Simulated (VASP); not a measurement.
Input of a VASP 6.6.1 run:

The input INCAR:

```
SYSTEM = Si4N
PREC = Accurate
ENCUT = 520
EDIFF = 1E-6
ISMEAR = 0
SIGMA = 0.1
LREAL = .False.
LASPH = .True.
NELM = 100
ALGO = Normal
ISIF = 2
LWAVE = .False.
LCHARG = .False.
GGA = PE
NBANDS = 18
```

The input KPOINTS:

```
Automatic mesh
0
Gamma
  12 12 12
  0 0 0
```

File POSCAR:

```
Si4N
1.0
    5.2572430670      0.0000000000      0.0000000000
   -2.6286215335      4.5529060499      0.0000000000
    0.0000000000      0.0000000000      3.2731566098
Si N
4 1
Direct
    0.5000000000      0.0000000000      0.0000000000
    0.0000000000      0.5000000000      0.0000000000
    0.5000000000      0.5000000000      0.0000000000
    0.0000000000      0.0000000000      0.0000000000
    0.0000000000      0.0000000000      0.5000000000
```

Potentials or basis: VASP PAW PBE potentials, release 64 (Si, N).

Run with:

```console
$ cat potpaw_PBE.64/Si/POTCAR potpaw_PBE.64/N/POTCAR > POTCAR
$ mpirun -np 1 vasp_std > vasp.out
```

(1) Predict the pressure.

Answers

(1) -0.1 GPa.
